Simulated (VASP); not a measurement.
# AlN (I-4m2) in VASP: a series of runs, part 2 of 2

VASP 6.6.1.

## (4) Single point, PBE (strain +0.030 along x and y, -0.015 along z)

File INCAR:

```
PREC     = Accurate       # precision mode
ENCUT    = 520            # plane-wave cutoff, eV
EDIFF    = 1E-6           # SCF threshold, eV
ISMEAR   = 0              # smearing method
SIGMA    = 0.05           # smearing width, eV
LREAL    = F              # projectors in reciprocal space
LASPH    = T              # aspherical terms in the spheres
NELM     = 80             # most SCF steps
ALGO     = Normal         # electronic algorithm
ISIF     = 2              # what is computed and relaxed
LWAVE    = F              # write WAVECAR
LCHARG   = T              # write CHGCAR
GGA      = PE             # functional
LELF     = T              # ELF
LVHAR    = T            
NBANDS   = 11             # bands
```

File KPOINTS:

```
Automatic mesh
0
Gamma
  10 10 10
```

File POSCAR:

```
AlN
1.0
    0.0000000000      2.2676347174      2.1685632977
    2.2676347174      0.0000000000      2.1685632977
    2.2676347174      2.2676347174      0.0000000000
Al N
1 1
Direct
    0.0000000000      0.0000000000      0.0000000000
    0.7500000000      0.7500000000      0.7500000000
```

Potentials or basis: VASP PAW PBE potentials, release 64 (Al, N).

On the command line:

```bash
cat potpaw_PBE.64/Al/POTCAR potpaw_PBE.64/N/POTCAR > POTCAR
mpirun -np 1 vasp_std > vasp.out
```

OUTCAR:

```text
PREC = Accurate
   ENCUT = 520
   EDIFF = 1E-6
   ISMEAR = 0
   LREAL = F
   LASPH = T
   NELM = 80
   ISIF = 2
   GGA = PE

 ion  position               nearest neighbor table
   1  0.000  0.000  0.000-   2 1.94   2 1.94   2 1.94   2 1.94
   2  0.750  0.750  0.750-   1 1.94   1 1.94   1 1.94   1 1.94

  LATTYP: Found a body centered tetragonal cell.
 ALAT       =     3.2069197719
 C/A-ratio  =     1.3524275329

  Lattice vectors:

 A1 = (   0.0000000000,  -2.2676347174,  -2.1685632977)
 A2 = (   0.0000000000,   2.2676347174,  -2.1685632977)
[... 513 lines left out ...]
      7      17.2584      0.00000
      8      18.9442      0.00000
      9      19.5160      0.00000
     10      25.5583      0.00000
     11      27.6880      0.00000

 [... further k-points ...]
[... 5 lines left out ...]
  --------------------------------------------------------------------------------------
  -------------------------------------------------------------------------------------
  Total       -1.3906260     -1.3906260     -0.6414412      0.0000000      0.0000000      0.0000000
  in kB      -99.9016452    -99.9016452    -46.0807044      0.0000000      0.0000000      0.0000000
  external PRESSURE =     -81.9613316 kB  Pullay stress =       0.0000000 kB

 VOLUME and BASIS-vectors are now :
 -----------------------------------------------------------------------------
  energy-cutoff  :      520.00
  volume of cell :       22.30
      direct lattice vectors                 reciprocal lattice vectors
     0.000000000  2.267634717  2.168563298    -0.220494066  0.220494066  0.230567399
     2.267634717  0.000000000  2.168563298     0.220494066 -0.220494066  0.230567399
     2.267634717  2.267634717  0.000000000     0.220494066  0.220494066 -0.230567399

 POSITION                                       TOTAL-FORCE (eV/Angst)
 -----------------------------------------------------------------------------------
      0.00000      0.00000      0.00000        -0.000000     -0.000000      0.000000
      3.40145      3.40145      3.25284         0.000000      0.000000     -0.000000
 -----------------------------------------------------------------------------------
    total drift:                                0.000000      0.000000      0.000000

  FREE ENERGIE OF THE ION-ELECTRON SYSTEM (eV)
  ---------------------------------------------------
  free  energy   TOTEN  =       -14.8104770325 eV

  energy  without entropy=      -14.8104770325  energy(sigma->0) =      -14.81047703
```

OSZICAR:

```text
N       E                     dE             d eps       ncg     rms          rms(c)
DAV:   1     0.111749230800E+02    0.11175E+02   -0.37607E+03  2276   0.597E+02
DAV:   2    -0.160885719238E+02   -0.27263E+02   -0.26274E+02  2678   0.134E+02
DAV:   3    -0.170623906043E+02   -0.97382E+00   -0.97261E+00  2763   0.244E+01
DAV:   4    -0.170679515511E+02   -0.55609E-02   -0.55605E-02  2562   0.201E+00
DAV:   5    -0.170680232488E+02   -0.71698E-04   -0.71697E-04  2748   0.218E-01    0.832E+00
DAV:   6    -0.148175822597E+02    0.22504E+01   -0.12089E+01  2628   0.170E+01    0.276E+00
DAV:   7    -0.148173114300E+02    0.27083E-03   -0.14660E-01  2469   0.314E+00    0.198E+00
DAV:   8    -0.148121349832E+02    0.51764E-02   -0.32431E-02  2433   0.169E+00    0.615E-01
DAV:   9    -0.148104223820E+02    0.17126E-02   -0.48547E-03  2721   0.413E-01    0.239E-01
DAV:  10    -0.148104699009E+02   -0.47519E-04   -0.54744E-04  2463   0.149E-01    0.183E-02
DAV:  11    -0.148104773756E+02   -0.74747E-05   -0.11097E-05  2697   0.246E-02    0.185E-02
DAV:  12    -0.148104770325E+02    0.34315E-06   -0.13003E-06  2356   0.806E-03
   1 F= -.14810477E+02 E0= -.14810477E+02  d E =-.608878E-12
```

Run time: 16 s. Hardware: 1 thread of Intel Xeon Platinum 8488C (Sapphire Rapids), shared host; peak memory 0.14 GiB.

What came out:

```
Free energy            : -14.8105 eV
Pressure               : -8.2 GPa
Band gap on the k mesh : 3.06 eV, indirect (least direct gap 3.48 eV)
```

Stress tensor (GPa, compression positive):
```
-9.99  0.00  0.00
 0.00 -9.99  0.00
 0.00  0.00 -4.61
```

Levels at points of the mesh, in eV from the valence-band top:
```
           k point  band 1  band 2  band 3  band 4  band 5  band 6  band 7  band 8  band 9
(0.00, 0.00, 0.00)  -14.71   -0.17   -0.17    0.00    3.48   11.75   11.81   11.81   16.35
(0.50, 0.00, 0.00)  -12.86   -5.69   -0.76   -0.42    6.59    9.30   10.23   11.08   16.91
(0.50, 0.50, 0.00)  -12.17   -4.54   -2.04   -2.04    3.06    7.62   13.44   14.56   14.56
(0.50, 0.00, 0.50)  -12.34   -4.96   -1.70   -1.69    3.24    8.31   12.69   14.29   15.49
```

Caveat: the cell differs from its parent crystal (strain +0.030 along x and y, -0.015 along z).

## (5) The runs side by side

| cell | gap on the mesh (eV) | pressure (GPa) |
| --- | --- | --- |
| a = 3.115, b = 3.115, c = 3.207 Å, angles 59.0, 59.0, 62.0°, 2 atoms | 3.00 | -5.8 |
| a = 3.091, b = 3.091, c = 3.160 Å, angles 59.3, 59.3, 61.5°, 2 atoms | 3.07 | -0.3 |
| a = 3.138, b = 3.138, c = 3.207 Å, angles 59.3, 59.3, 61.5°, 2 atoms | 3.06 | -8.2 |

Alike in all rows: task single point; level PBE; potentials or basis VASP PAW PBE potentials, release 64 (Al, N); no spin polarisation; k mesh 10 × 10 × 10; cutoff (eV) 520; smearing gaussian 0.05 eV.

Absolute energies hang on the potentials; compare differences alone.
